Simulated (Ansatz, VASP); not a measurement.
## Hf, level by level in two programs

```
Hf
1.0
     4.86103    0.00000    0.00000
    -2.43051    4.20977    0.00000
     0.00000    0.00000    3.02323
Hf
3
Direct
  0.00000 0.00000 0.00000
  0.33333 0.66667 0.50000
  0.66667 0.33333 0.50000
```

Single points on this cell with VASP 6.6.1 and Ansatz 0.2.0. Each row is one pair of runs. Alike in all rows: spin: off; k mesh: 6 × 6 × 9; smearing: fermi-dirac, width 0.05 eV.

```tsv
level	VASP's potentials, cutoff	Ansatz's potentials, cutoff	gap on the k mesh at the Fermi level (eV), VASP	gap on the k mesh at the Fermi level (eV), Ansatz	pressure (GPa), VASP	pressure (GPa), Ansatz
PBE	VASP PAW PBE potentials, release 64 (Hf_pv), 520 eV	Ansatz PAW, 420 eV	none	none	9.4	9.9
LDA	VASP PAW LDA potentials, release 64 (Hf_pv), 520 eV	Ansatz PAW, 420 eV	?	none	?	0.1
r2SCAN	VASP PAW PBE potentials, release 64 (Hf_pv), 520 eV	Ansatz PAW, 500 eV	none	none	8.0	8.5
```

Q: Fill in what VASP gave in row 2.

A: gap on the k mesh at the Fermi level (eV): none; pressure (GPa): 0.2.

VASP's potentials hold 30 valence electrons a cell and Ansatz's 78, so a difference there can come from the potentials and not from the codes.

A gap of «none» marks a metal or a gap that the smearing closes.

Neither program's run includes spin-orbit coupling.
